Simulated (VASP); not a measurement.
# Si6N (R-3) in VASP: relaxation of cell and atoms with PBE

Aim: the relaxation of cell and atoms of Si6N with PBE.

All numbers are computed with VASP 6.6.1; they aren't measurements. Logs are shortened: lines on timing, memory, paths and dates and some standing lists are left out, and cuts for length are marked.

## Step 1: The cell of the first run

Symmetry: R-3, No. 148, trigonal system. The conventional cell has a = 5.030 Å, b = 5.030 Å, c = 12.341 Å, α = 90.00°, β = 90.00°, γ = 120.00°. Within 2.9 Å of Si (site symmetry 1) lie 1 N at 2.16 Å and 10 Si at 2.50 to 2.85 Å. Within 2.9 Å of N (site symmetry -3) lie 6 Si at 2.16 Å.

The cell was generated, and may not be a known phase.

## Step 2: Relaxation of cell and atoms, PBE

INCAR reads:

```
SYSTEM = Si6N
PREC     = Accurate       ! precision mode
ENCUT    = 600            ! plane-wave cutoff, eV
EDIFF    = 1E-7           ! SCF threshold, eV
ISMEAR   = 0              ! smearing method
SIGMA    = 0.1            ! smearing width, eV
LREAL    = .FALSE.        ! projectors in reciprocal space
LASPH    = .TRUE.         ! aspherical terms in the spheres
NELM     = 120            ! most SCF steps
ALGO     = Normal         ! electronic algorithm
ISIF     = 3              ! what is computed and relaxed
LWAVE    = .FALSE.        ! write WAVECAR
LCHARG   = .FALSE.        ! write CHGCAR
GGA      = PE             ! functional
IBRION   = 2              ! ionic algorithm
NSW      = 100            ! ionic steps
EDIFFG   = -0.01          ! ionic threshold
GGA_COMPAT= .FALSE.      
NELMIN   = 4
```

KPOINTS reads:

```
regular mesh
0
G
  12 12 12
  0 0 0
```

POSCAR reads:

```
Si6N
1.0
    2.5150317003      1.4520542292      4.1135740739
   -2.5150317003      1.4520542292      4.1135740739
    0.0000000000     -2.9041084584      4.1135740739
Si N
6 1
Direct
    0.9257245101      0.5346765287      0.2793667261
    0.0742754899      0.4653234713      0.7206332739
    0.2793667261      0.9257245101      0.5346765287
    0.5346765287      0.2793667261      0.9257245101
    0.7206332739      0.0742754899      0.4653234713
    0.4653234713      0.7206332739      0.0742754899
    0.0000000000      0.0000000000      0.0000000000
```

Potentials or basis: VASP PAW PBE potentials, release 64 (Si, N).

The run is started by

```console
$ cat potpaw_PBE.64/Si/POTCAR potpaw_PBE.64/N/POTCAR > POTCAR
$ mpirun -np 1 vasp_std > vasp.out
```

OUTCAR:

```text
SYSTEM = Si6N
   PREC = Accurate
   ENCUT = 600
   EDIFF = 1E-7
   ISMEAR = 0
   LREAL = .FALSE.
   LASPH = .TRUE.
   NELM = 120
   ISIF = 3
   GGA = PE
   IBRION = 2
   NSW = 100
   EDIFFG = -0.01
   NELMIN = 4

 ion  position               nearest neighbor table
   1  0.926  0.535  0.279-   7 2.16   2 2.50   6 2.56   5 2.56   3 2.66   4 2.66   2 2.69   3 2.84
                             4 2.84   5 2.85   6 2.85
   2  0.074  0.465  0.721-   7 2.16   1 2.50   4 2.56   3 2.56   5 2.66   6 2.66   1 2.69   5 2.84
                             6 2.84   3 2.85   4 2.85
   3  0.279  0.926  0.535-   7 2.16   5 2.50   6 2.56   2 2.56   1 2.66   4 2.66   5 2.69   1 2.84
                             4 2.84   2 2.85   6 2.85
   4  0.535  0.279  0.926-   7 2.16   6 2.50   2 2.56   5 2.56   1 2.66   3 2.66   6 2.69   3 2.84
                             1 2.84   5 2.85   2 2.85
   5  0.721  0.074  0.465-   7 2.16   3 2.50   4 2.56   1 2.56   2 2.66   6 2.66   3 2.69   2 2.84
                             6 2.84   1 2.85   4 2.85
   6  0.465  0.721  0.074-   7 2.16   4 2.50   1 2.56   3 2.56   2 2.66   5 2.66   4 2.69   5 2.84
                             2 2.84   3 2.85   1 2.85
   7  0.000  0.000  0.000-   4 2.16   6 2.16   1 2.16   2 2.16   5 2.16   3 2.16

  LATTYP: Found a trigonal (rhomboedric) cell.
 ALAT       =     5.0354083846
 COS(alpha) =     0.5010609164

  Lattice vectors:

 A1 = (   2.5150317003,   1.4520542292,   4.1135740739)
 A2 = (  -2.5150317003,   1.4520542292,   4.1135740739)
 A3 = (   0.0000000000,  -2.9041084584,   4.1135740739)

Analysis of symmetry for initial positions (statically):
=====================================================================
 Subroutine PRICEL returns:
 Original cell was already a primitive cell.

 Routine SETGRP: Setting up the symmetry group for a
 trigonal (rhombohedral) supercell.

 Subroutine GETGRP returns: Found  6 space group operations
 (whereof  6 operations were pure point group operations)
 out of a pool of 12 trial point group operations.

The static configuration has the point symmetry S_6 .

Analysis of symmetry for dynamics (positions and initial velocities):
=====================================================================
 Subroutine PRICEL returns:
 Original cell was already a primitive cell.

 Routine SETGRP: Setting up the symmetry group for a
 trigonal (rhombohedral) supercell.

 Subroutine GETGRP returns: Found  6 space group operations
 (whereof  6 operations were pure point group operations)
 out of a pool of 12 trial point group operations.

The dynamic configuration has the point symmetry S_6 .

 Subroutine INISYM returns: Found  6 space group operations
 (whereof  6 operations are pure point group operations),
 and found     1 'primitive' translations

----------------------------------------------------------------------------------------

                                     Primitive cell

  volume of cell :      90.1357

  direct lattice vectors                    reciprocal lattice vectors
     2.515031700  1.452054229  4.113574074     0.198804651  0.114779919  0.081032535
    -2.515031700  1.452054229  4.113574074    -0.198804651  0.114779919  0.081032535
     0.000000000 -2.904108458  4.113574074     0.000000000 -0.229559838  0.081032535

  length of vectors
     5.035408385  5.035408385  5.035408385     0.243441966  0.243441966  0.243441966

  position of ions in fractional coordinates (direct lattice)
     0.925724510  0.534676529  0.279366726
     0.074275490  0.465323471  0.720633274
     0.279366726  0.925724510  0.534676529
     0.534676529  0.279366726  0.925724510
     0.720633274  0.074275490  0.465323471
     0.465323471  0.720633274  0.074275490
     0.000000000  0.000000000  0.000000000

  ion indices of the primitive-cell ions
   primitive index   ion index
                 1           1
                 2           2
                 3           3
                 4           4
                 5           5
                 6           6
                 7           7

----------------------------------------------------------------------------------------

 KPOINTS: regular mesh

Automatic generation of k-mesh.
 Grid dimensions read from file:
 generate k-points for:   12   12   12

 Generating k-lattice:

  Cartesian coordinates                     Fractional coordinates (reciprocal lattice)
     0.016567054  0.009564993  0.006752711     0.083333333  0.000000000  0.000000000
    -0.016567054  0.009564993  0.006752711     0.000000000  0.083333333  0.000000000
     0.000000000 -0.019129986  0.006752711     0.000000000  0.000000000  0.083333333

  Length of vectors
     0.020286830  0.020286830  0.020286830

  Shift w.r.t. Gamma in fractional coordinates (k-lattice)
     0.000000000  0.000000000  0.000000000

 Subroutine IBZKPT returns following result:
 ===========================================

 Found    294 irreducible k-points:

 Following reciprocal coordinates:
            Coordinates               Weight
  0.000000  0.000000  0.000000      1.000000
  0.083333  0.000000  0.000000      6.000000
  0.166667 -0.000000  0.000000      6.000000
  0.250000 -0.000000  0.000000      6.000000
  0.333333 -0.000000  0.000000      6.000000
  0.416667 -0.000000  0.000000      6.000000
[... 16 lines left out ...]
 -0.250000  0.083333  0.000000      6.000000
  0.250000 -0.000000 -0.083333      6.000000
 [... further k-points ...]
   k-points           NKPTS =    294   k-points in BZ     NKDIM =    294   number of bands    NBANDS=     18
   number of dos      NEDOS =    301   number of ions     NIONS =      7
   total plane-waves  NPLWV =  64000
   dimension x,y,z NGX =    40 NGY =   40 NGZ =   40
   dimension x,y,z NGXF=    80 NGYF=   80 NGZF=   80
   ions per type =               6   1
   NGX,Y,Z   is equivalent  to a cutoff of  13.21, 13.21, 13.21 a.u.
   NGXF,Y,Z  is equivalent  to a cutoff of  26.41, 26.41, 26.41 a.u.
 SYSTEM =  Si6N
   PREC   = accura    normal or accurate (medium, high low for compatibility)
   ISTART =      0    job   : 0-new  1-cont  2-samecut
   ICHARG =      2    charge: 1-file 2-atom 10-const
   ISPIN  =      1    spin polarized calculation?
   LNONCOLLINEAR =      F non collinear calculations
   LSORBIT =      F    spin-orbit coupling
   LASPH  =      T    aspherical Exc in radial PAW
   ENCUT  =  600.0 eV  44.10 Ry    6.64 a.u.  10.06 10.06 10.06*2*pi/ulx,y,z
   NELM   =    120;   NELMIN=  4; NELMDL= -5     # of ELM steps
   EDIFF  = 0.1E-06   stopping-criterion for ELM
   LREAL  =      F    real-space projection
   EDIFFG = -.1E-01   stopping-criterion for IOM
   NSW    =    100    number of steps for IOM
   IBRION =      2    ionic relax: 0-MD 1-quasi-New 2-CG
   NFREE  =      1    steps in history (QN), initial steepest desc. (CG)
   ISIF   =      3    stress and relaxation
   ISYM   =      2    0-nonsym 1-usesym 2-fastsym
   POTIM  = 0.5000    time-step for ionic-motion
   TEBEG  =    0.0;   TEEND  =   0.0 temperature during run
   PSTRESS=    0.0 pullay stress
   NELECT =      29.0000    total number of electrons
   NUPDOWN=      -1.0000    fix difference up-down
   EMIN   =  10.00;   EMAX   =-10.00  energy-range for DOS
   EFERMI =   0.00;   METHOD = LEGACY
   ISMEAR =     0;   SIGMA  =   0.10  broadening in eV -4-tet -1-fermi 0-gaus
   EFERMI_NEDOS =   21; number of points for ismear=-14 and -15
   IALGO  =     38    algorithm
   IMIX   =      4    mixing-type and parameters
     AMIX     =   0.40;   BMIX     =  1.00
     AMIX_MAG =   1.60;   BMIX_MAG =  1.00
  volume/ion in A,a.u.               =      12.88        86.90
  Fermi-wavevector in a.u.,A,eV,Ry     =   1.121782  2.119861 17.121507  1.258395
  Thomas-Fermi vector in A             =   2.258438
   LORBIT       =      0    0 simple, 1 ext, 2 COOP (PROOUT), +10 PAW based schemes
   GGA     = PE    functional components
   LHFCALC =     F    Hartree Fock is set to
   AEXX    =    0.0000 exact exchange contribution
   IVDW    =     0    specifies the selected vdW correction
   LEPSILON=     F    determine dielectric tensor
   LRPA    =     F    only Hartree local field effects (RPA)
 conjugate gradient relaxation of ions
 non-spin polarized calculation
 Gauss-broadening in eV      SIGMA  =   0.10
  energy-cutoff  :      600.00
  volume of cell :       90.14
 maximum number of plane-waves:      3028
   NGX = 21   NGY = 21   NGZ = 21

--------------------------------------- Ionic step        1  -------------------------------------------

 number of electron      28.9999998 magnetization

 Free energy of the ion-electron system (eV)
  ---------------------------------------------------
  ext. energy  EPLUGINS =         0.00000000
  ---------------------------------------------------
  free energy    TOTEN  =       -37.34307048 eV

  energy without entropy =      -37.33178480  energy(sigma->0) =      -37.33742764

------------------------ aborting loop because EDIFF is reached ----------------------------------------

  FORCE on cell =-STRESS in cart. coord.  units (eV):
  Direction    XX          YY          ZZ          XY          YZ          ZX
  --------------------------------------------------------------------------------------
  -------------------------------------------------------------------------------------
  Total       -0.1602881     -0.1602881      0.3329357     -0.0000000     -0.0000000      0.0000000
  in kB       -2.8491474     -2.8491474      5.9179877     -0.0000000     -0.0000000      0.0000000
  external PRESSURE =       0.0732309 kB  Pullay stress =       0.0000000 kB
[... 190 lines left out ...]
  energy  without entropy=      -37.3343412554  energy(sigma->0) =      -37.33997972

--------------------------------------- Ionic step        6  -------------------------------------------

 number of electron      28.9999999 magnetization

 Free energy of the ion-electron system (eV)
  ---------------------------------------------------
  ext. energy  EPLUGINS =         0.00000000
  ---------------------------------------------------
  free energy    TOTEN  =       -37.34565114 eV

  energy without entropy =      -37.33436414  energy(sigma->0) =      -37.34000764

 E-fermi :  10.4868     XC(G=0): -11.4348

 val. band max:       10.4811974773   @ k =  -0.2500   0.2500   0.0833
 cond. band min:      10.4883579280   @ k =   0.3333  -0.0833   0.5000
 fundamental gap:      0.0071604508
 Fermi energy:        10.4868450289

 k-point     1 :       0.0000    0.0000    0.0000
  band No.  band energies     occupation
      1      -6.5865      2.00000
      2      -1.7186      2.00000
      3       2.4413      2.00000
      4       2.4413      2.00000
      5       3.2239      2.00000
      6       3.7896      2.00000
[... 10 lines left out ...]
     17      12.6999      0.00000
     18      13.8239      0.00000
[... 466 lines left out ...]
      2      -2.0682      2.00000
      3       0.5947      2.00000
      4       1.7866      2.00000
      5       2.9559      2.00000
      6       3.2787      2.00000
[... 10 lines left out ...]
     17      11.1932      0.00000
     18      13.0145      0.00000

 [... further k-points ...]

------------------------ aborting loop because EDIFF is reached ----------------------------------------

  FORCE on cell =-STRESS in cart. coord.  units (eV):
  Direction    XX          YY          ZZ          XY          YZ          ZX
  --------------------------------------------------------------------------------------
  -------------------------------------------------------------------------------------
  Total        0.0544370      0.0544370      0.0097672     -0.0000000      0.0000000     -0.0000000
  in kB        0.9689174      0.9689174      0.1738449     -0.0000002      0.0000000     -0.0000000
  external PRESSURE =       0.7038933 kB  Pullay stress =       0.0000000 kB
[... 22 lines left out ...]
  FREE ENERGIE OF THE ION-ELECTRON SYSTEM (eV)
  ---------------------------------------------------
  free  energy   TOTEN  =       -37.3456511424 eV

  energy  without entropy=      -37.3343641361  energy(sigma->0) =      -37.34000764

 reached required accuracy - stopping structural energy minimisation
```

It took 13 min on 1 thread of Intel Xeon 6975P-C (Granite Rapids), shared host; peak memory 0.59 GiB.

Results:

| Property | Result |
| --- | --- |
| Free energy | -37.3457 eV |
| Relaxed volume | 12.86 Å³/atom |
| Relaxed cell | a = 5.050 Å, b = 5.050 Å, c = 5.050 Å, α = 59.49°, β = 59.49°, γ = 59.49° |
| Space group after relaxing (to 0.1 Å) | R-3 (No. 148) |
| Energy gained by relaxing | 0.4 meV/atom |
| Ionic steps | 6 |
| Pressure after relaxing | 0.1 GPa |
| Largest force after relaxing | 0.008 eV/Å |
| Band gap on the k mesh | zero (an odd number of electrons rules out a gap without spin polarisation) |

Forces on the atoms (eV/Å):
```
Si  -0.004 -0.005  0.004
Si   0.004  0.005 -0.004
Si   0.007 -0.001  0.004
Si  -0.003  0.006  0.004
Si  -0.007  0.001 -0.004
Si   0.003 -0.006 -0.004
N    0.000  0.000  0.000
```

Stress tensor (GPa, compression positive):
```
0.10 0.00 0.00
0.00 0.10 0.00
0.00 0.00 0.02
```

Step by step:
| step | energy change (eV) | largest force (eV/Å) | pressure (GPa) | volume (Å³) |
| --- | --- | --- | --- | --- |
| 1 | 0.0000 | 0.0424 | 0.01 | 90.14 |
| 2 | -0.0014 | 0.0316 | -0.02 | 90.14 |
| 3 | -0.0023 | 0.0272 | -0.06 | 90.15 |
| 4 | -0.0023 | 0.0277 | -0.06 | 90.15 |
| 5 | -0.0025 | 0.0124 | 0.02 | 90.06 |
| 6 | -0.0026 | 0.0076 | 0.07 | 90.02 |

Final structure:
```yaml
crystal:
  lattice:
    - [2.50552, 1.44656, 4.13936]
    - [-2.50552, 1.44656, 4.13936]
    - [0.00000, -2.89312, 4.13936]
  atoms:
    - { symbol: Si, position: [0.92432, 0.53524, 0.28077] }
    - { symbol: Si, position: [0.07568, 0.46476, 0.71923] }
    - { symbol: Si, position: [0.28077, 0.92432, 0.53524] }
    - { symbol: Si, position: [0.53524, 0.28077, 0.92432] }
    - { symbol: Si, position: [0.71923, 0.07568, 0.46476] }
    - { symbol: Si, position: [0.46476, 0.71923, 0.07568] }
    - { symbol: N, position: [0.00000, 0.00000, 0.00000] }
```
